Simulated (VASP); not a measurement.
Runs of VASP 6.6.1 on KTaO3. The structure is that of space group Pm-3m (No. 221), or close to it. The cells are those of the table. 

```tsv
task	cell	gap on the mesh (eV)	pressure (GPa)
electric field gradients	a = 3.934 Å, 5 atoms	2.22	4.4
electric field gradients	a = 3.975 Å, 5 atoms	2.15	(a)
electric field gradients	a = 3.907 Å, 5 atoms	2.26	9.7
single point	a = 3.934 Å, 5 atoms	2.22	4.4
electric field gradients	a = 4.002 Å, 5 atoms	(b)	-6.4
```

Alike in all rows: level LDA; potentials or basis VASP PAW LDA potentials, release 64 (K_sv, Ta_pv, O); no spin polarisation; k mesh 5 × 5 × 5; cutoff (eV) 520; smearing fermi-dirac 0.01 eV.

Q: Fill in the values left out.

A: (a) -2.4; (b) 2.11.

Caveats: spin-orbit coupling is left out, which moves the levels of the heavy elements.

A k mesh can miss the band edges, and the runs leave out spin-orbit coupling on Ta.
